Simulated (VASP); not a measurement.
# Ta2Si (I4/mcm) in VASP: a series of runs

Runs on Ta2Si. Level: PBEsol. Tasks: single point.

All numbers are computed with VASP 6.6.1; they aren't measurements. Logs are shortened: lines on timing, memory, paths and dates and some standing lists are left out, and cuts for length are marked.

## (1) The cell of the first run

Symmetry: I4/mcm, No. 140, tetragonal system. The conventional cell has a = 6.628 Å, b = 6.628 Å, c = 5.040 Å, α = 90.00°, β = 90.00°, γ = 90.00°. Within 3.7 Å of Ta (site symmetry m2m) lie 4 Si at 2.78 Å and 11 Ta at 3.00 to 3.51 Å. Within 3.3 Å of Si (site symmetry 422) lie 2 Si at 2.52 Å and 8 Ta at 2.78 Å.

## (2) Single point, PBEsol (strain +0.080 along x and y, +0.000 along z)

INCAR reads:

```
PREC     = Accurate       # precision mode
ENCUT    = 520            # plane-wave cutoff, eV
EDIFF    = 1E-7           # SCF threshold, eV
ISMEAR   = 0              # smearing method
SIGMA    = 0.15           # smearing width, eV
LREAL    = F              # projectors in reciprocal space
LASPH    = T              # aspherical terms in the spheres
NELM     = 80             # most SCF steps
ALGO     = Fast           # electronic algorithm
ISIF     = 2              # what is computed and relaxed
LWAVE    = F              # write WAVECAR
LCHARG   = T              # write CHGCAR
GGA      = PS             # functional
LELF     = T              # ELF
LVHAR    = T            
NBANDS   = 35             # bands
```

KPOINTS reads:

```
regular mesh
0
Gamma
  12 12 12
```

POSCAR reads:

```
Ta2Si
1.0
   -3.3138468571      3.3138468571      2.5198993614
    3.3138468571     -3.3138468571      2.5198993614
    3.3138468571      3.3138468571     -2.5198993614
Ta Si
4 2
Direct
    0.6630661939      0.8369338061      0.5000000000
    0.8369338061      0.3369338061      0.1738676123
    0.3369338061      0.1630661939      0.5000000000
    0.1630661939      0.6630661939      0.8261323878
    0.2500000000      0.2500000000      0.0000000000
    0.7500000000      0.7500000000      0.0000000000
```

Potentials or basis: VASP PAW PBE potentials, release 64 (Ta_pv, Si).

Run with:

```
cat potpaw_PBE.64/Ta_pv/POTCAR potpaw_PBE.64/Si/POTCAR > POTCAR
mpirun -np 1 vasp_std > vasp.out
```

OUTCAR:

```text
PREC = Accurate
   ENCUT = 520
   EDIFF = 1E-7
   ISMEAR = 0
   LREAL = F
   LASPH = T
   NELM = 80
   ISIF = 2
   GGA = PS

 ion  position               nearest neighbor table
   1  0.663  0.837  0.500-   5 2.78   6 2.78   6 2.78   5 2.78   3 3.00   3 3.00   3 3.06   2 3.32
                             2 3.32   4 3.32   4 3.32   2 3.51   4 3.51   4 3.51   2 3.51
   2  0.837  0.337  0.174-   6 2.78   5 2.78   5 2.78   6 2.78   4 3.00   4 3.00   4 3.06   1 3.32
                             3 3.32   3 3.32   1 3.32   1 3.51   3 3.51   3 3.51   1 3.51
   3  0.337  0.163  0.500-   6 2.78   5 2.78   5 2.78   6 2.78   1 3.00   1 3.00   1 3.06   2 3.32
                             2 3.32   4 3.32   4 3.32   2 3.51   4 3.51   4 3.51   2 3.51
   4  0.163  0.663  0.826-   6 2.78   5 2.78   5 2.78   6 2.78   2 3.00   2 3.00   2 3.06   3 3.32
                             1 3.32   1 3.32   3 3.32   3 3.51   1 3.51   1 3.51   3 3.51
   5  0.250  0.250  0.000-   6 2.52   6 2.52   4 2.78   1 2.78   3 2.78   4 2.78   1 2.78   3 2.78
                             2 2.78   2 2.78
   6  0.750  0.750  0.000-   5 2.52   5 2.52   4 2.78   3 2.78   1 2.78   3 2.78   4 2.78   1 2.78
                             2 2.78   2 2.78

  LATTYP: Found a body centered tetragonal cell.
 ALAT       =     6.6276937142
 C/A-ratio  =     0.7604151520

  Lattice vectors:

 A1 = (  -3.3138468571,   3.3138468571,   2.5198993614)
 A2 = (   3.3138468571,  -3.3138468571,   2.5198993614)
 A3 = (   3.3138468571,   3.3138468571,  -2.5198993614)

Analysis of symmetry for initial positions (statically):
=====================================================================
 Subroutine PRICEL returns:
 Original cell was already a primitive cell.

 Routine SETGRP: Setting up the symmetry group for a
 body centered tetragonal supercell.

 Subroutine GETGRP returns: Found 16 space group operations
 (whereof  8 operations were pure point group operations)
 out of a pool of 16 trial point group operations.

The static configuration has the point symmetry C_4h.
 The point group associated with its full space group is D_4h.

Analysis of symmetry for dynamics (positions and initial velocities):
=====================================================================
 Subroutine PRICEL returns:
 Original cell was already a primitive cell.

 Routine SETGRP: Setting up the symmetry group for a
 body centered tetragonal supercell.

 Subroutine GETGRP returns: Found 16 space group operations
 (whereof  8 operations were pure point group operations)
 out of a pool of 16 trial point group operations.

The dynamic configuration has the point symmetry C_4h.
 The point group associated with its full space group is D_4h.

 Subroutine INISYM returns: Found 16 space group operations
 (whereof  8 operations are pure point group operations),
 and found     1 'primitive' translations

----------------------------------------------------------------------------------------

                                     Primitive cell

  volume of cell :     110.6899

  direct lattice vectors                    reciprocal lattice vectors
    -3.313846857  3.313846857  2.519899361     0.000000000  0.150882048  0.198420623
     3.313846857 -3.313846857  2.519899361     0.150882048  0.000000000  0.198420623
     3.313846857  3.313846857 -2.519899361     0.150882048  0.150882048  0.000000000

  length of vectors
     5.321001295  5.321001295  5.321001295     0.249271209  0.249271209  0.213379438

  position of ions in fractional coordinates (direct lattice)
     0.663066194  0.836933806  0.500000000
     0.836933806  0.336933806  0.173867612
     0.336933806  0.163066194  0.500000000
     0.163066194  0.663066194  0.826132388
     0.250000000  0.250000000  0.000000000
     0.750000000  0.750000000  0.000000000

  ion indices of the primitive-cell ions
   primitive index   ion index
                 1           1
                 2           2
                 3           3
                 4           4
                 5           5
                 6           6

----------------------------------------------------------------------------------------

 KPOINTS: regular mesh

Automatic generation of k-mesh.
 Grid dimensions read from file:
 generate k-points for:   12   12   12

 Generating k-lattice:

  Cartesian coordinates                     Fractional coordinates (reciprocal lattice)
     0.000000000  0.012573504  0.016535052     0.083333333  0.000000000  0.000000000
     0.012573504  0.000000000  0.016535052     0.000000000  0.083333333  0.000000000
     0.012573504  0.012573504  0.000000000     0.000000000  0.000000000  0.083333333

  Length of vectors
     0.020772601  0.020772601  0.017781620

  Shift w.r.t. Gamma in fractional coordinates (k-lattice)
     0.000000000  0.000000000  0.000000000

 Subroutine IBZKPT returns following result:
 ===========================================

 Found    163 irreducible k-points:

 Following reciprocal coordinates:
            Coordinates               Weight
  0.000000  0.000000  0.000000      1.000000
  0.083333 -0.000000  0.000000      8.000000
  0.166667 -0.000000  0.000000      8.000000
  0.250000  0.000000  0.000000      8.000000
  0.333333  0.000000  0.000000      8.000000
  0.416667  0.000000 -0.000000      8.000000
[... 16 lines left out ...]
  0.500000  0.166667  0.000000     16.000000
 -0.416667  0.166667  0.000000     16.000000
 [... further k-points ...]
   k-points           NKPTS =    163   k-points in BZ     NKDIM =    163   number of bands    NBANDS=     35
   number of dos      NEDOS =    301   number of ions     NIONS =      6
   total plane-waves  NPLWV =  64000
   dimension x,y,z NGX =    40 NGY =   40 NGZ =   40
   dimension x,y,z NGXF=    80 NGYF=   80 NGZF=   80
   ions per type =               4   2
   NGX,Y,Z   is equivalent  to a cutoff of  12.50, 12.50, 12.50 a.u.
   NGXF,Y,Z  is equivalent  to a cutoff of  24.99, 24.99, 24.99 a.u.
 SYSTEM =  unknown system
   PREC   = accura    normal or accurate (medium, high low for compatibility)
   ISTART =      0    job   : 0-new  1-cont  2-samecut
   ICHARG =      2    charge: 1-file 2-atom 10-const
   ISPIN  =      1    spin polarized calculation?
   LNONCOLLINEAR =      F non collinear calculations
   LSORBIT =      F    spin-orbit coupling
   LASPH  =      T    aspherical Exc in radial PAW
   ENCUT  =  520.0 eV  38.22 Ry    6.18 a.u.   9.89  9.89  9.89*2*pi/ulx,y,z
   NELM   =     80;   NELMIN=  2; NELMDL= -5     # of ELM steps
   EDIFF  = 0.1E-06   stopping-criterion for ELM
   LREAL  =      F    real-space projection
   EDIFFG = 0.1E-05   stopping-criterion for IOM
   NSW    =      0    number of steps for IOM
   IBRION =     -1    ionic relax: 0-MD 1-quasi-New 2-CG
   NFREE  =      0    steps in history (QN), initial steepest desc. (CG)
   ISIF   =      2    stress and relaxation
   ISYM   =      2    0-nonsym 1-usesym 2-fastsym
   POTIM  = 0.5000    time-step for ionic-motion
   TEBEG  =    0.0;   TEEND  =   0.0 temperature during run
   PSTRESS=    0.0 pullay stress
   NELECT =      52.0000    total number of electrons
   NUPDOWN=      -1.0000    fix difference up-down
   EMIN   =  10.00;   EMAX   =-10.00  energy-range for DOS
   EFERMI =   0.00;   METHOD = LEGACY
   ISMEAR =     0;   SIGMA  =   0.15  broadening in eV -4-tet -1-fermi 0-gaus
   EFERMI_NEDOS =   21; number of points for ismear=-14 and -15
   IALGO  =     68    algorithm
   IMIX   =      4    mixing-type and parameters
     AMIX     =   0.40;   BMIX     =  1.00
     AMIX_MAG =   1.60;   BMIX_MAG =  1.00
  volume/ion in A,a.u.               =      18.45       124.50
  Fermi-wavevector in a.u.,A,eV,Ry     =   1.272643  2.404947 22.036271  1.619620
  Thomas-Fermi vector in A             =   2.405510
   LORBIT       =      0    0 simple, 1 ext, 2 COOP (PROOUT), +10 PAW based schemes
   GGA     = PS    functional components
   LHFCALC =     F    Hartree Fock is set to
   AEXX    =    0.0000 exact exchange contribution
   IVDW    =     0    specifies the selected vdW correction
   LEPSILON=     F    determine dielectric tensor
   LRPA    =     F    only Hartree local field effects (RPA)
 non-spin polarized calculation
 RMM-DIIS sequential band-by-band and
 Gauss-broadening in eV      SIGMA  =   0.15
  energy-cutoff  :      520.00
  volume of cell :      110.69
 maximum number of plane-waves:      3030
   NGX = 19   NGY = 19   NGZ = 19

 number of electron      52.0000006 magnetization

 Free energy of the ion-electron system (eV)
  ---------------------------------------------------
  ext. energy  EPLUGINS =         0.00000000
  ---------------------------------------------------
  free energy    TOTEN  =       -63.67814382 eV

  energy without entropy =      -63.63654904  energy(sigma->0) =      -63.65734643

 E-fermi :   6.1905     XC(G=0): -11.8559

 val. band max:        6.1898067602   @ k =  -0.0833   0.0833   0.0000
 cond. band min:       6.1989431034   @ k =   0.5000   0.5000   0.3333
 fundamental gap:      0.0091363432
 Fermi energy:         6.1904613649

 k-point     1 :       0.0000    0.0000    0.0000
  band No.  band energies     occupation
      1     -28.6703      2.00000
      2     -28.6703      2.00000
      3     -28.5858      2.00000
      4     -28.5761      2.00000
      5     -28.5592      2.00000
      6     -28.5571      2.00000
[... 27 lines left out ...]
     34       9.9374      0.00000
     35      10.1479      0.00000

 k-point     2 :       0.0833   -0.0000    0.0000
  band No.  band energies     occupation
      1     -28.6742      2.00000
      2     -28.6720      2.00000
      3     -28.5876      2.00000
      4     -28.5766      2.00000
      5     -28.5663      2.00000
      6     -28.5541      2.00000
[... 27 lines left out ...]
     34       9.9743      0.00000
     35      10.1052      0.00000
[... 796 lines left out ...]
     34       9.2456      0.00000
     35       9.3531      0.00000

 k-point    24 :      -0.4167    0.1667    0.0000
  band No.  band energies     occupation
      1     -28.6932      2.00000
      2     -28.6660      2.00000
      3     -28.6194      2.00000
      4     -28.5896      2.00000
      5     -28.5813      2.00000
      6     -28.5320      2.00000
[... 27 lines left out ...]
     34       9.2970      0.00000
     35       9.5071      0.00000

 [... further k-points ...]

------------------------ aborting loop because EDIFF is reached ----------------------------------------

  FORCE on cell =-STRESS in cart. coord.  units (eV):
  Direction    XX          YY          ZZ          XY          YZ          ZX
  --------------------------------------------------------------------------------------
  -------------------------------------------------------------------------------------
  Total      -20.2402225    -20.2402225    -11.4956199      0.0000000      0.0000000      0.0000000
  in kB     -292.9663960   -292.9663960   -166.3929505      0.0000000      0.0000000      0.0000000
  external PRESSURE =    -250.7752475 kB  Pullay stress =       0.0000000 kB

 VOLUME and BASIS-vectors are now :
 -----------------------------------------------------------------------------
  energy-cutoff  :      520.00
  volume of cell :      110.69
      direct lattice vectors                 reciprocal lattice vectors
    -3.313846857  3.313846857  2.519899361     0.000000000  0.150882048  0.198420623
     3.313846857 -3.313846857  2.519899361     0.150882048  0.000000000  0.198420623
     3.313846857  3.313846857 -2.519899361     0.150882048  0.150882048  0.000000000

 POSITION                                       TOTAL-FORCE (eV/Angst)
 -----------------------------------------------------------------------------------
      2.23309      1.08075      2.51990        -0.178303      0.178303     -0.000000
     -1.08075      2.23309      2.51990        -0.178303     -0.178303      0.000000
      1.08075      2.23309      0.00000         0.178303     -0.178303     -0.000000
      4.39460      1.08075      0.00000         0.178303      0.178303     -0.000000
      0.00000      0.00000      1.25995         0.000000      0.000000     -0.000000
      0.00000      0.00000      3.77985         0.000000      0.000000     -0.000000
 -----------------------------------------------------------------------------------
    total drift:                               -0.000000     -0.000000      0.000000

  FREE ENERGIE OF THE ION-ELECTRON SYSTEM (eV)
  ---------------------------------------------------
  free  energy   TOTEN  =       -63.6781438237 eV

  energy  without entropy=      -63.6365490416  energy(sigma->0) =      -63.65734643
```

Run time: 9.3 min. Hardware: 1 thread of AMD EPYC 9R45 (Zen 5), shared host; peak memory 0.57 GiB.

Results:

```yaml
Free_energy: -63.6781 eV
Pressure: -25.1 GPa
Largest_force: 0.252 eV/Å
Band_gap_on_the_k_mesh: zero (bands 26 and 27 overlap by 1.18 eV)
```

Forces in eV/Å, atoms in the order of the input:
```
Ta  -0.178  0.178  0.000
Ta  -0.178 -0.178  0.000
Ta   0.178 -0.178  0.000
Ta   0.178  0.178  0.000
Si   0.000  0.000  0.000
Si   0.000  0.000  0.000
```

Stress tensor (GPa, compression positive):
```
-29.30   0.00   0.00
  0.00 -29.30   0.00
  0.00   0.00 -16.64
```

Levels at points of the mesh, in eV from the Fermi level:
```
           k point  band 23  band 24  band 25  band 26  band 27  band 28  band 29  band 30
(0.00, 0.00, 0.00)    -2.03    -1.84     0.16     0.78     0.79     0.79     0.87     1.08
(0.50, 0.00, 0.00)    -1.58    -1.58    -1.01    -1.01     0.70     0.70     1.51     1.51
(0.50, 0.50, 0.00)    -1.66    -1.44    -0.27     0.09     0.23     0.54     1.30     1.66
(0.50, 0.50, 0.50)    -1.14    -1.07    -1.07    -0.74    -0.28     0.11     0.61     0.61
```

Caveat: the cell differs from its parent crystal (strain +0.080 along x and y, +0.000 along z); the cell stands under tension; the PAW data sets were made with another functional, which shifts forces and pressure a little; spin-orbit coupling is left out, which moves the levels of the heavy elements.

## (3) Single point, PBEsol (strain +0.040 along x and y, +0.080 along z)

INCAR reads:

```
ALGO = Fast ; EDIFF = 1E-6
ENCUT = 520 ; GGA = PS
ISIF = 2 ; ISMEAR = 0
LASPH = T ; LCHARG = F
LREAL = F ; LWAVE = F
NBANDS = 35 ; NELM = 60
PREC = Accurate ; SIGMA = 0.15
```

KPOINTS reads:

```
k-points
0
Gamma
  12 12 12
```

POSCAR, as its differences from that of step 2:

```diff
@@ -2,5 +2,5 @@
 1.0
-   -3.3138468571      3.3138468571      2.5198993614
-    3.3138468571     -3.3138468571      2.5198993614
-    3.3138468571      3.3138468571     -2.5198993614
+   -3.1911117883      3.1911117883      2.7214913103
+    3.1911117883     -3.1911117883      2.7214913103
+    3.1911117883      3.1911117883     -2.7214913103
 Ta Si
```

Potentials or basis: VASP PAW PBE potentials, release 64 (Ta_pv, Si).

Run with:

```
cat potpaw_PBE.64/Ta_pv/POTCAR potpaw_PBE.64/Si/POTCAR > POTCAR
mpirun -np 1 vasp_std > vasp.out
```

It took 8.9 min on 1 thread of AMD EPYC 9R45 (Zen 5), shared host; peak memory 0.56 GiB.

The run converged. Its results:

```
Free energy            : -63.8642 eV
Pressure               : -25.3 GPa
Largest force          : 0.170 eV/Å
Band gap on the k mesh : zero (bands 26 and 27 overlap by 0.67 eV)
```

Forces in eV/Å, atoms in the order of the input:
```
Ta  -0.120  0.120  0.000
Ta  -0.120 -0.120  0.000
Ta   0.120 -0.120  0.000
Ta   0.120  0.120  0.000
Si   0.000  0.000  0.000
Si   0.000  0.000  0.000
```

Stress tensor (GPa, compression positive):
```
-24.40   0.00   0.00
  0.00 -24.40   0.00
  0.00   0.00 -27.25
```

Levels at points of the mesh, in eV from the Fermi level:
```
           k point  band 22  band 23  band 24  band 25  band 26  band 27  band 28  band 29  band 30  band 31
(0.00, 0.00, 0.00)    -2.07    -2.07    -1.74    -0.09     0.36     0.67     1.32     1.32     1.46     1.46
(0.50, 0.00, 0.00)    -1.67    -1.59    -1.59    -1.00    -1.00     0.61     0.61     1.60     1.60     2.44
(0.50, 0.50, 0.00)    -2.21    -1.61    -1.20    -0.19    -0.01     0.21     0.70     1.05     1.45     2.46
(0.50, 0.50, 0.50)    -1.07    -0.95    -0.80    -0.69    -0.69     0.04     0.37     0.66     0.66     1.75
```

Caveat: the cell differs from its parent crystal (strain +0.040 along x and y, +0.080 along z); the cell stands under tension; the PAW data sets were made with another functional, which shifts forces and pressure a little; spin-orbit coupling is left out, which moves the levels of the heavy elements.

(Continued in part 2 of 3.)
